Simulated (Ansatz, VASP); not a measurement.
# YAl3N4: VASP beside Ansatz

```
CELL_PARAMETERS angstrom
-2.34668 2.34668 4.46799
2.34668 -2.34668 4.46799
2.34668 2.34668 -4.46799
ATOMIC_POSITIONS crystal
Y 0.50000 0.50000 0.00000
Al 0.00000 0.00000 0.00000
Al 0.25000 0.75000 0.50000
Al 0.75000 0.25000 0.50000
N 0.08359 0.08359 0.44238
N 0.35880 0.91641 0.00000
N 0.64120 0.64120 0.55762
N 0.91641 0.35880 0.00000
```

Alike in both runs: functional PBE; k mesh 8 × 8 × 8; occupations gaussian, width 0.02 eV; no spin polarisation.

Ansatz relaxed the structure, and its values are those at the end. VASP's run is a single point on that final structure, the one shown.

|  | VASP | Ansatz |
| --- | --- | --- |
| version | VASP 6.6.1 | Ansatz 0.2.0 |
| potentials or method | VASP PAW PBE potentials, release 64 (Y_sv, Al, N), cutoff 520 eV | scalar-relativistic, plane waves, PAW |
| valence electrons in the cell | 40 | 40 |

|  | VASP | Ansatz | Ansatz less VASP |
| --- | --- | --- | --- |
| gap on the k mesh at the Fermi level (eV) | 2.55 | 2.56 | +0.007 |
| least direct gap on the mesh (eV) | 3.00 | 3.01 | +0.006 |
| pressure (GPa) | -0.2 | 0.0 | +0.25 |

The functional is the same, so the differences come from potentials, cutoffs and numerics.
